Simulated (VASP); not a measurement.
# ZrTi5N6 (P4/mmm) in VASP: single point with PBEsol+D3(BJ)

Aim: the single point of ZrTi5N6 with PBEsol+D3(BJ).

Everything below comes from runs of VASP 6.6.1. Logs are shortened: lines on timing, memory, paths and dates and some standing lists are left out, and cuts for length are marked.

### Step 1. The cell of the first run

The structure is tetragonal, space group P4/mmm (No. 123). The conventional cell has a = 3.060 Å, b = 3.060 Å, c = 12.937 Å, α = 90.00°, β = 90.00°, γ = 90.00°. Zr (site symmetry 4/mmm) has 6 N at 2.16 to 2.25 Å within 2.9 Å. Within 2.7 Å of Ti (site symmetry 4mm) lie 6 N at 2.07 to 2.30 Å. Ti (site symmetry 4mm) has 6 N at 2.10 to 2.16 Å within 2.8 Å. Ti (site symmetry 4/mmm) has 6 N at 2.10 to 2.16 Å within 2.8 Å. N (site symmetry 4mm) has 6 Ti at 2.07 to 2.16 Å within 2.7 Å. Within 2.8 Å of N (site symmetry 4mm) lie 5 Ti at 2.10 to 2.16 Å and 1 Zr at 2.25 Å. N (site symmetry 4/mmm) has 4 Zr at 2.16 Å and 2 Ti at 2.30 Å within 2.9 Å. N (site symmetry 4/mmm) has 6 Ti at 2.12 to 2.16 Å within 2.8 Å.

### Step 2. Single point, PBEsol+D3(BJ)

The input, INCAR:

```
PREC = Accurate
ENCUT = 600
EDIFF = 1E-6
ISMEAR = 0
SIGMA = 0.1
LREAL = False
LASPH = True
NELM = 120
ALGO = Normal
ISIF = 2
LWAVE = False
LCHARG = False
GGA = PS
IVDW = 12
NBANDS = 63
GGA_COMPAT = False
```

The input, KPOINTS:

```
Automatic mesh
0
Gamma
  12 12 4
```

The input, POSCAR:

```
ZrTi5N6
1.0
    3.0597590000      0.0000000000      0.0000000000
    0.0000000000      3.0597590000      0.0000000000
    0.0000000000      0.0000000000     12.9372188000
Zr Ti N
1 5 6
Direct
    0.5000000000      0.5000000000      0.5000000000
    0.0000000000      0.0000000000      0.6779840000
    0.0000000000      0.0000000000      0.3220160000
    0.5000000000      0.5000000000      0.1636590000
    0.0000000000      0.0000000000      0.0000000000
    0.5000000000      0.5000000000      0.8363410000
    0.0000000000      0.0000000000      0.8377710000
    0.5000000000      0.5000000000      0.6739300000
    0.0000000000      0.0000000000      0.5000000000
    0.5000000000      0.5000000000      0.3260700000
    0.0000000000      0.0000000000      0.1622290000
    0.5000000000      0.5000000000      0.0000000000
```

Potentials or basis: VASP PAW PBE potentials, release 64 (Zr_sv, Ti_sv, N).

On the command line:

```sh
cat potpaw_PBE.64/Zr_sv/POTCAR potpaw_PBE.64/Ti_sv/POTCAR potpaw_PBE.64/N/POTCAR > POTCAR
mpirun -np 1 vasp_std > vasp.out
```

OUTCAR:

```text
PREC = Accurate
   ENCUT = 600
   EDIFF = 1E-6
   ISMEAR = 0
   LREAL = False
   LASPH = True
   NELM = 120
   ISIF = 2
   GGA = PS
   IVDW = 12
 IVDW          = 12

 ion  position               nearest neighbor table
   1  0.500  0.500  0.500-   9 2.16   9 2.16   9 2.16   9 2.16  10 2.25   8 2.25   3 3.16   3 3.16
                             2 3.16   3 3.16   2 3.16   2 3.16   3 3.16   2 3.16
   2  0.000  0.000  0.678-   7 2.07   8 2.16   8 2.16   8 2.16   8 2.16   9 2.30   1 3.16   1 3.16
                             1 3.16   1 3.16
   3  0.000  0.000  0.322-  11 2.07  10 2.16  10 2.16  10 2.16  10 2.16   9 2.30   1 3.16   1 3.16
                             1 3.16   1 3.16
   4  0.500  0.500  0.164-  10 2.10  12 2.12  11 2.16  11 2.16  11 2.16  11 2.16
   5  0.000  0.000  0.000-   7 2.10  11 2.10  12 2.16  12 2.16  12 2.16  12 2.16
   6  0.500  0.500  0.836-   8 2.10  12 2.12   7 2.16   7 2.16   7 2.16   7 2.16
   7  0.000  0.000  0.838-   2 2.07   5 2.10   6 2.16   6 2.16   6 2.16   6 2.16
   8  0.500  0.500  0.674-   6 2.10   2 2.16   2 2.16   2 2.16   2 2.16   1 2.25
   9  0.000  0.000  0.500-   1 2.16   1 2.16   1 2.16   1 2.16   3 2.30   2 2.30
  10  0.500  0.500  0.326-   4 2.10   3 2.16   3 2.16   3 2.16   3 2.16   1 2.25
  11  0.000  0.000  0.162-   3 2.07   5 2.10   4 2.16   4 2.16   4 2.16   4 2.16
  12  0.500  0.500  0.000-   4 2.12   6 2.12   5 2.16   5 2.16   5 2.16   5 2.16

  LATTYP: Found a simple tetragonal cell.
 ALAT       =     3.0597590000
 C/A-ratio  =     4.2281822849

  Lattice vectors:

 A1 = (   3.0597590000,   0.0000000000,   0.0000000000)
 A2 = (   0.0000000000,   3.0597590000,   0.0000000000)
 A3 = (   0.0000000000,   0.0000000000,  12.9372188000)

Analysis of symmetry for initial positions (statically):
=====================================================================
 Subroutine PRICEL returns:
 Original cell was already a primitive cell.

 Routine SETGRP: Setting up the symmetry group for a
 simple tetragonal supercell.

 Subroutine GETGRP returns: Found 16 space group operations
 (whereof 16 operations were pure point group operations)
 out of a pool of 16 trial point group operations.

The static configuration has the point symmetry D_4h.

Analysis of symmetry for dynamics (positions and initial velocities):
=====================================================================
 Subroutine PRICEL returns:
 Original cell was already a primitive cell.

 Routine SETGRP: Setting up the symmetry group for a
 simple tetragonal supercell.

 Subroutine GETGRP returns: Found 16 space group operations
 (whereof 16 operations were pure point group operations)
 out of a pool of 16 trial point group operations.

The dynamic configuration has the point symmetry D_4h.

 Subroutine INISYM returns: Found 16 space group operations
 (whereof 16 operations are pure point group operations),
 and found     1 'primitive' translations

----------------------------------------------------------------------------------------

                                     Primitive cell

  volume of cell :     121.1199

  direct lattice vectors                    reciprocal lattice vectors
     3.059759000  0.000000000  0.000000000     0.326823126  0.000000000  0.000000000
     0.000000000  3.059759000  0.000000000     0.000000000  0.326823126  0.000000000
     0.000000000  0.000000000 12.937218800     0.000000000  0.000000000  0.077296366

  length of vectors
     3.059759000  3.059759000 12.937218800     0.326823126  0.326823126  0.077296366

  position of ions in fractional coordinates (direct lattice)
     0.500000000  0.500000000  0.500000000
     0.000000000  0.000000000  0.677984000
     0.000000000  0.000000000  0.322016000
     0.500000000  0.500000000  0.163659000
     0.000000000  0.000000000  0.000000000
     0.500000000  0.500000000  0.836341000
     0.000000000  0.000000000  0.837771000
     0.500000000  0.500000000  0.673930000
     0.000000000  0.000000000  0.500000000
     0.500000000  0.500000000  0.326070000
     0.000000000  0.000000000  0.162229000
     0.500000000  0.500000000  0.000000000

  ion indices of the primitive-cell ions
   primitive index   ion index
                 1           1
                 2           2
                 3           3
                 4           4
                 5           5
                 6           6
                 7           7
                 8           8
                 9           9
                10          10
                11          11
                12          12

----------------------------------------------------------------------------------------

 KPOINTS: Automatic mesh

Automatic generation of k-mesh.
 Grid dimensions read from file:
 generate k-points for:   12   12    4

 Generating k-lattice:

  Cartesian coordinates                     Fractional coordinates (reciprocal lattice)
     0.027235260  0.000000000  0.000000000     0.083333333  0.000000000  0.000000000
     0.000000000  0.027235260  0.000000000     0.000000000  0.083333333  0.000000000
     0.000000000  0.000000000  0.019324092     0.000000000  0.000000000  0.250000000

  Length of vectors
     0.027235260  0.027235260  0.019324092

  Shift w.r.t. Gamma in fractional coordinates (k-lattice)
     0.000000000  0.000000000  0.000000000

 Subroutine IBZKPT returns following result:
 ===========================================

 Found     84 irreducible k-points:

 Following reciprocal coordinates:
            Coordinates               Weight
  0.000000  0.000000  0.000000      1.000000
  0.083333  0.000000  0.000000      4.000000
  0.166667  0.000000  0.000000      4.000000
  0.250000  0.000000  0.000000      4.000000
  0.333333  0.000000  0.000000      4.000000
  0.416667  0.000000  0.000000      4.000000
[... 16 lines left out ...]
  0.333333  0.333333  0.000000      4.000000
  0.416667  0.333333  0.000000      8.000000
 [... further k-points ...]
   k-points           NKPTS =     84   k-points in BZ     NKDIM =     84   number of bands    NBANDS=     63
   number of dos      NEDOS =    301   number of ions     NIONS =     12
   total plane-waves  NPLWV =  62208
   dimension x,y,z NGX =    24 NGY =   24 NGZ =  108
   dimension x,y,z NGXF=    48 NGYF=   48 NGZF=  216
   ions per type =               1   5   6
   NGX,Y,Z   is equivalent  to a cutoff of  13.04, 13.04, 13.88 a.u.
   NGXF,Y,Z  is equivalent  to a cutoff of  26.08, 26.08, 27.76 a.u.
 SYSTEM =  unknown system
   PREC   = accura    normal or accurate (medium, high low for compatibility)
   ISTART =      0    job   : 0-new  1-cont  2-samecut
   ICHARG =      2    charge: 1-file 2-atom 10-const
   ISPIN  =      1    spin polarized calculation?
   LNONCOLLINEAR =      F non collinear calculations
   LSORBIT =      F    spin-orbit coupling
   LASPH  =      T    aspherical Exc in radial PAW
   ENCUT  =  600.0 eV  44.10 Ry    6.64 a.u.   6.11  6.11 25.84*2*pi/ulx,y,z
   NELM   =    120;   NELMIN=  2; NELMDL= -5     # of ELM steps
   EDIFF  = 0.1E-05   stopping-criterion for ELM
   LREAL  =      F    real-space projection
   EDIFFG = 0.1E-04   stopping-criterion for IOM
   NSW    =      0    number of steps for IOM
   IBRION =     -1    ionic relax: 0-MD 1-quasi-New 2-CG
   NFREE  =      0    steps in history (QN), initial steepest desc. (CG)
   ISIF   =      2    stress and relaxation
   ISYM   =      2    0-nonsym 1-usesym 2-fastsym
   POTIM  = 0.5000    time-step for ionic-motion
   TEBEG  =    0.0;   TEEND  =   0.0 temperature during run
   PSTRESS=    0.0 pullay stress
   NELECT =     102.0000    total number of electrons
   NUPDOWN=      -1.0000    fix difference up-down
   EMIN   =  10.00;   EMAX   =-10.00  energy-range for DOS
   EFERMI =   0.00;   METHOD = LEGACY
   ISMEAR =     0;   SIGMA  =   0.10  broadening in eV -4-tet -1-fermi 0-gaus
   EFERMI_NEDOS =   21; number of points for ismear=-14 and -15
   IALGO  =     38    algorithm
   IMIX   =      4    mixing-type and parameters
     AMIX     =   0.40;   BMIX     =  1.00
     AMIX_MAG =   1.60;   BMIX_MAG =  1.00
  volume/ion in A,a.u.               =      10.09        68.11
  Fermi-wavevector in a.u.,A,eV,Ry     =   1.545977  2.921473 32.518546  2.390046
  Thomas-Fermi vector in A             =   2.651279
   LORBIT       =      0    0 simple, 1 ext, 2 COOP (PROOUT), +10 PAW based schemes
   GGA     = PS    functional components
   LHFCALC =     F    Hartree Fock is set to
   AEXX    =    0.0000 exact exchange contribution
   IVDW    =    12    specifies the selected vdW correction
   LEPSILON=     F    determine dielectric tensor
   LRPA    =     F    only Hartree local field effects (RPA)
 non-spin polarized calculation
 Gauss-broadening in eV      SIGMA  =   0.10
  energy-cutoff  :      600.00
  volume of cell :      121.12
 maximum number of plane-waves:      4096
   NGX = 13   NGY = 13   NGZ = 51

 number of electron     102.0000033 magnetization

 Free energy of the ion-electron system (eV)
  ---------------------------------------------------
  ext. energy  EPLUGINS =         0.00000000
  ---------------------------------------------------
  free energy    TOTEN  =      -124.85886373 eV

  energy without entropy =     -124.83589753  energy(sigma->0) =     -124.84738063

 E-fermi :  11.1942     XC(G=0): -13.0311

 val. band max:       11.1749797076   @ k =   0.0833   0.0833   0.2500
 cond. band min:      11.1953566776   @ k =   0.1667   0.0833   0.2500
 fundamental gap:      0.0203769700
 Fermi energy:        11.1941585758

 k-point     1 :       0.0000    0.0000    0.0000
  band No.  band energies     occupation
      1     -46.4479      2.00000
      2     -46.3997      2.00000
      3     -46.3888      2.00000
      4     -46.3267      2.00000
      5     -46.3163      2.00000
      6     -37.8278      2.00000
[... 1573 lines left out ...]
     62      13.3918      0.00000
     63      13.4317      0.00000

 [... further k-points ...]

------------------------ aborting loop because EDIFF is reached ----------------------------------------

 Edisp (eV)   -4.99434

 E8    (eV) :    -3.2933

  FORCE on cell =-STRESS in cart. coord.  units (eV):
  Direction    XX          YY          ZZ          XY          YZ          ZX
  --------------------------------------------------------------------------------------
  -------------------------------------------------------------------------------------
  Total     -10.95390   -10.95390   -10.97809     0.00000     0.00000     0.00000
  in kB    -144.89850  -144.89850  -145.21849     0.00000     0.00000     0.00000
  external pressure =     -145.01 kB  Pullay stress =        0.00 kB

 VOLUME and BASIS-vectors are now :
 -----------------------------------------------------------------------------
  energy-cutoff  :      600.00
  volume of cell :      121.12
      direct lattice vectors                 reciprocal lattice vectors
     3.059759000  0.000000000  0.000000000     0.326823126  0.000000000  0.000000000
     0.000000000  3.059759000  0.000000000     0.000000000  0.326823126  0.000000000
     0.000000000  0.000000000 12.937218800     0.000000000  0.000000000  0.077296366

 POSITION                                       TOTAL-FORCE (eV/Angst)
 -----------------------------------------------------------------------------------
      1.52988      1.52988      6.46861         0.000000     -0.000000      0.000000
      0.00000      0.00000      8.77123         0.000000     -0.000000      0.022615
      0.00000      0.00000      4.16599         0.000000     -0.000000     -0.022615
      1.52988      1.52988      2.11729         0.000000      0.000000     -0.010880
      0.00000      0.00000      0.00000         0.000000     -0.000000      0.000000
      1.52988      1.52988     10.81993         0.000000     -0.000000      0.010880
      0.00000      0.00000     10.83843        -0.000000      0.000000     -0.013728
      1.52988      1.52988      8.71878         0.000000      0.000000      0.027758
      0.00000      0.00000      6.46861         0.000000     -0.000000      0.000000
      1.52988      1.52988      4.21844         0.000000     -0.000000     -0.027758
      0.00000      0.00000      2.09879         0.000000      0.000000      0.013728
      1.52988      1.52988      0.00000         0.000000     -0.000000      0.000000
 -----------------------------------------------------------------------------------
    total drift:                                0.000000     -0.000000     -0.000000

  FREE ENERGIE OF THE ION-ELECTRON SYSTEM (eV)
  ---------------------------------------------------
  free  energy   TOTEN  =      -129.8532057527 eV

  energy  without entropy=     -129.8302395537  energy(sigma->0) =     -129.84172265
```

Wall time 19 min (1 thread of Intel Xeon 6975P-C, shared host); peak memory 0.69 GiB.

What came out:

```
Free energy                : -129.8532 eV
Pressure                   : -14.5 GPa
Largest force              : 0.028 eV/Å
Band gap on the k mesh     : zero (band 51 reaches 12.52 eV, above the bottom of band 52 at 9.29 eV)
Dispersion energy per atom : -0.416 eV
```

Forces on the atoms (eV/Å):
```
Zr   0.000  0.000  0.000
Ti   0.000  0.000  0.023
Ti   0.000  0.000 -0.023
Ti   0.000  0.000 -0.011
Ti   0.000  0.000  0.000
Ti   0.000  0.000  0.011
N    0.000  0.000 -0.014
N    0.000  0.000  0.028
N    0.000  0.000  0.000
N    0.000  0.000 -0.028
N    0.000  0.000  0.014
N    0.000  0.000  0.000
```

Caveat: the PAW data sets were made with another functional, which shifts forces and pressure a little; pairwise dispersion overbinds metals, which lowers pressure and volume.
